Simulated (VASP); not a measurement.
# NaH (Fm-3m) in VASP: single point with r2SCAN

Aim: the single point of NaH with r2SCAN.

All numbers are computed with VASP 6.6.1; they aren't measurements. Logs are shortened: lines on timing, memory, paths and dates and some standing lists are left out, and cuts for length are marked.

## Step 1: The cell of the first run

The structure is cubic, space group Fm-3m (No. 225). Conventional cell: a = 4.880 Å, b = 4.880 Å, c = 4.880 Å, α = 90.00°, β = 90.00°, γ = 90.00°. Within 3.2 Å of Na (site symmetry m-3m) lie 6 H at 2.44 Å. Within 3.2 Å of H (site symmetry m-3m) lie 6 Na at 2.44 Å.

## Step 2: Single point, r2SCAN

POSCAR reads:

```
NaH
1.0
    0.0000000000      2.4400000000      2.4400000000
    2.4400000000      0.0000000000      2.4400000000
    2.4400000000      2.4400000000      0.0000000000
Na H
1 1
Direct
    0.0000000000      0.0000000000      0.0000000000
    0.5000000000      0.5000000000      0.5000000000
```

INCAR.step1 reads:

```
ALGO     = Normal         # electronic algorithm
EDIFF    = 1E-5           # SCF threshold, eV
ENCUT    = 550            # plane-wave cutoff, eV
GGA      = PE             # functional
GGA_COMPAT= F            
ISMEAR   = 0              # smearing method
LASPH    = T              # aspherical terms in the spheres
LCHARG   = F              # write CHGCAR
LREAL    = F              # projectors in reciprocal space
LWAVE    = T              # write WAVECAR
NBANDS   = 11             # bands
NELM     = 120            # most SCF steps
PREC     = Accurate       # precision mode
SIGMA    = 0.1            # smearing width, eV
```

INCAR.step2 reads:

```
ALGO     = Normal         # electronic algorithm
EDIFF    = 1E-6           # SCF threshold, eV
ENCUT    = 550            # plane-wave cutoff, eV
GGA_COMPAT= F            
ISIF     = 2              # what is computed and relaxed
ISMEAR   = 0              # smearing method
ISTART   = 1            
LASPH    = T              # aspherical terms in the spheres
LCHARG   = F              # write CHGCAR
LMIXTAU  = T            
LREAL    = F              # projectors in reciprocal space
LWAVE    = F              # write WAVECAR
METAGGA  = R2SCAN         # meta-GGA
NBANDS   = 11             # bands
NELM     = 120            # most SCF steps
PREC     = Accurate       # precision mode
SIGMA    = 0.1            # smearing width, eV
```

KPOINTS reads:

```
k-points
0
Gamma
  6 6 6
```

Potentials or basis: VASP PAW PBE potentials, release 64 (Na_pv, H).

Started as:

```bash
cat potpaw_PBE.64/Na_pv/POTCAR potpaw_PBE.64/H/POTCAR > POTCAR
cp INCAR.step1 INCAR
mpirun -np 1 vasp_std > vasp.out
cp INCAR.step2 INCAR
mpirun -np 1 vasp_std > vasp.out
```

OUTCAR:

```text
EDIFF = 1E-6
   ENCUT = 550
   ISIF = 2
   ISMEAR = 0
   ISTART = 1
   LASPH = T
   LREAL = F
   METAGGA = R2SCAN
   NELM = 120
   PREC = Accurate

 ion  position               nearest neighbor table
   1  0.000  0.000  0.000-
   2  0.500  0.500  0.500-

  LATTYP: Found a face centered cubic cell.
 ALAT       =     4.8800000000

  Lattice vectors:

 A1 = (   0.0000000000,   2.4400000000,   2.4400000000)
 A2 = (   2.4400000000,   0.0000000000,   2.4400000000)
 A3 = (   2.4400000000,   2.4400000000,   0.0000000000)

Analysis of symmetry for initial positions (statically):
=====================================================================
 Subroutine PRICEL returns:
 Original cell was already a primitive cell.

 Routine SETGRP: Setting up the symmetry group for a
 face centered cubic supercell.

 Subroutine GETGRP returns: Found 48 space group operations
 (whereof 48 operations were pure point group operations)
 out of a pool of 48 trial point group operations.

The static configuration has the point symmetry O_h .

Analysis of symmetry for dynamics (positions and initial velocities):
=====================================================================
 Subroutine PRICEL returns:
 Original cell was already a primitive cell.

 Routine SETGRP: Setting up the symmetry group for a
 face centered cubic supercell.

 Subroutine GETGRP returns: Found 48 space group operations
 (whereof 48 operations were pure point group operations)
 out of a pool of 48 trial point group operations.

The dynamic configuration has the point symmetry O_h .

 Subroutine INISYM returns: Found 48 space group operations
 (whereof 48 operations are pure point group operations),
 and found     1 'primitive' translations

----------------------------------------------------------------------------------------

                                     Primitive cell

  volume of cell :      29.0536

  direct lattice vectors                    reciprocal lattice vectors
     0.000000000  2.440000000  2.440000000    -0.204918033  0.204918033  0.204918033
     2.440000000  0.000000000  2.440000000     0.204918033 -0.204918033  0.204918033
     2.440000000  2.440000000  0.000000000     0.204918033  0.204918033 -0.204918033

  length of vectors
     3.450681092  3.450681092  3.450681092     0.354928444  0.354928444  0.354928444

  position of ions in fractional coordinates (direct lattice)
[... 76 lines left out ...]
   ISIF   =      2    stress and relaxation
   ISYM   =      2    0-nonsym 1-usesym 2-fastsym
   POTIM  = 0.5000    time-step for ionic-motion
   TEBEG  =    0.0;   TEEND  =   0.0 temperature during run
   PSTRESS=    0.0 pullay stress
   NELECT =       8.0000    total number of electrons
   NUPDOWN=      -1.0000    fix difference up-down
   EMIN   =  10.00;   EMAX   =-10.00  energy-range for DOS
   EFERMI =   0.00;   METHOD = LEGACY
   ISMEAR =     0;   SIGMA  =   0.10  broadening in eV -4-tet -1-fermi 0-gaus
   EFERMI_NEDOS =   21; number of points for ismear=-14 and -15
   IALGO  =     38    algorithm
   IMIX   =      4    mixing-type and parameters
     AMIX     =   0.40;   BMIX     =  1.00
     AMIX_MAG =   1.60;   BMIX_MAG =  1.00
  volume/ion in A,a.u.               =      14.53        98.03
  Fermi-wavevector in a.u.,A,eV,Ry     =   1.065054  2.012660 15.433636  1.134340
  Thomas-Fermi vector in A             =   2.200593
   LORBIT       =      0    0 simple, 1 ext, 2 COOP (PROOUT), +10 PAW based schemes
   METAGGA = R2SCAN    functional components
   LHFCALC =     F    Hartree Fock is set to
   AEXX    =    0.0000 exact exchange contribution
   IVDW    =     0    specifies the selected vdW correction
   LEPSILON=     F    determine dielectric tensor
   LRPA    =     F    only Hartree local field effects (RPA)
 non-spin polarized calculation
 Gauss-broadening in eV      SIGMA  =   0.10
  energy-cutoff  :      550.00
  volume of cell :       29.05
 maximum number of plane-waves:       869
 NGX is ok and might be reduce to    28
   NGX = 13   NGY = 13   NGZ = 13

 number of electron       8.0000008 magnetization

 Free energy of the ion-electron system (eV)
  ---------------------------------------------------
  ext. energy  EPLUGINS =         0.00000000
  ---------------------------------------------------
  free energy    TOTEN  =        -7.59581112 eV

  energy without entropy =       -7.59581112  energy(sigma->0) =       -7.59581112

 E-fermi :  -1.0554     XC(G=0):  -8.0311

 val. band max:       -1.5824231260   @ k =  -0.3333   0.5000   0.1667
 cond. band min:       2.7753687385   @ k =   0.5000   0.0000   0.0000
 fundamental gap:      4.3577918645
 Fermi energy:        -1.0554378381

 k-point     1 :       0.0000    0.0000    0.0000
  band No.  band energies     occupation
      1     -24.4960      2.00000
      2     -24.4960      2.00000
      3     -24.4959      2.00000
      4      -5.0118      2.00000
      5       9.6301      0.00000
      6      14.5894      0.00000
      7      14.5895      0.00000
      8      14.5895      0.00000
      9      15.4425      0.00000
     10      15.4425      0.00000
     11      15.4425      0.00000
[... 197 lines left out ...]
 k-point    16 :      -0.3333    0.5000    0.1667
  band No.  band energies     occupation
      1     -24.5556      2.00000
      2     -24.5339      2.00000
      3     -24.5244      2.00000
      4      -1.5824      2.00000
      5       4.2065      0.00000
      6       6.1013      0.00000
      7       7.8433      0.00000
      8      14.0026      0.00000
      9      14.3857      0.00000
     10      19.9201      0.00000
     11      20.0108      0.00000

------------------------ aborting loop because EDIFF is reached ----------------------------------------

  FORCE on cell =-STRESS in cart. coord.  units (eV):
  Direction    XX          YY          ZZ          XY          YZ          ZX
  --------------------------------------------------------------------------------------
  -------------------------------------------------------------------------------------
  Total       -0.2374325     -0.2374325     -0.2374325      0.0000000      0.0000000      0.0000000
  in kB      -13.0933645    -13.0933645    -13.0933645      0.0000000      0.0000000      0.0000000
  external PRESSURE =     -13.0933645 kB  Pullay stress =       0.0000000 kB

 VOLUME and BASIS-vectors are now :
 -----------------------------------------------------------------------------
  energy-cutoff  :      550.00
  volume of cell :       29.05
      direct lattice vectors                 reciprocal lattice vectors
     0.000000000  2.440000000  2.440000000    -0.204918033  0.204918033  0.204918033
     2.440000000  0.000000000  2.440000000     0.204918033 -0.204918033  0.204918033
     2.440000000  2.440000000  0.000000000     0.204918033  0.204918033 -0.204918033

 POSITION                                       TOTAL-FORCE (eV/Angst)
 -----------------------------------------------------------------------------------
      0.00000      0.00000      0.00000         0.000000     -0.000000      0.000000
      2.44000      2.44000      2.44000        -0.000000      0.000000     -0.000000
 -----------------------------------------------------------------------------------
    total drift:                               -0.000000     -0.000000     -0.000000

  FREE ENERGIE OF THE ION-ELECTRON SYSTEM (eV)
  ---------------------------------------------------
  free  energy   TOTEN  =        -7.5958111178 eV

  energy  without entropy=       -7.5958111178  energy(sigma->0) =       -7.59581112
```

OUTCAR.step1:

```text
EDIFF = 1E-5
   ENCUT = 550
   GGA = PE
   ISMEAR = 0
   LASPH = T
[... 434 lines left out ...]
 -----------------------------------------------------------------------------------
      0.00000      0.00000      0.00000         0.000000      0.000000      0.000000
      2.44000      2.44000      2.44000         0.000000      0.000000     -0.000000
 -----------------------------------------------------------------------------------
    total drift:                               -0.000000     -0.000000     -0.000000

  FREE ENERGIE OF THE ION-ELECTRON SYSTEM (eV)
  ---------------------------------------------------
  free  energy   TOTEN  =        -5.0862249866 eV

  energy  without entropy=       -5.0862249866  energy(sigma->0) =       -5.08622499
```

OSZICAR.step1:

```text
N       E                     dE             d eps       ncg     rms          rms(c)
DAV:   1     0.398336530536E+02    0.39834E+02   -0.47607E+03   361   0.809E+02
DAV:   2    -0.395476344565E+01   -0.43788E+02   -0.43032E+02   373   0.191E+02
DAV:   3    -0.550084942928E+01   -0.15461E+01   -0.15437E+01   435   0.348E+01
DAV:   4    -0.551159774635E+01   -0.10748E-01   -0.10747E-01   416   0.305E+00
DAV:   5    -0.551169466473E+01   -0.96918E-04   -0.96916E-04   406   0.297E-01    0.317E+00
DAV:   6    -0.517182696759E+01    0.33987E+00   -0.34509E-01   390   0.273E+00    0.146E+00
DAV:   7    -0.508136409709E+01    0.90463E-01   -0.33207E-01   394   0.211E+00    0.354E-01
DAV:   8    -0.508631466323E+01   -0.49506E-02   -0.10231E-02   379   0.939E-01    0.682E-02
DAV:   9    -0.508623586356E+01    0.78800E-04   -0.11957E-03   411   0.357E-01    0.227E-02
DAV:  10    -0.508622170516E+01    0.14158E-04   -0.62816E-05   402   0.502E-02    0.443E-03
DAV:  11    -0.508622498656E+01   -0.32814E-05   -0.62203E-06   376   0.113E-02
   1 F= -.50862250E+01 E0= -.50862250E+01  d E =-.837943E-12
```

Run time: 22 s. Hardware: 1 thread of Intel Xeon Platinum 8375C at 2.90GHz (Ice Lake), shared host; peak memory 0.15 GiB.

Results:

| Item | Value |
| --- | --- |
| Free energy | -7.5958 eV |
| Pressure | -1.3 GPa |
| Band gap on the k mesh | 4.36 eV (least direct gap 5.14 eV) |

Levels at points of the mesh, in eV from the valence-band top:
```tsv
k point	band 1	band 2	band 3	band 4	band 5	band 6	band 7	band 8
(0.00, 0.00, 0.00)	-22.91	-22.91	-22.91	-3.43	11.21	16.17	16.17	16.17
(0.50, 0.00, 0.00)	-22.99	-22.92	-22.92	-0.78	4.36	11.52	13.77	13.77
(0.50, 0.50, 0.00)	-22.98	-22.94	-22.94	-0.12	5.17	10.63	11.24	11.24
```

Caveat: the PAW data sets were made with another functional, which shifts forces and pressure a little. r2SCAN opens gaps a little over a GGA but as a rule still falls short of measured ones.
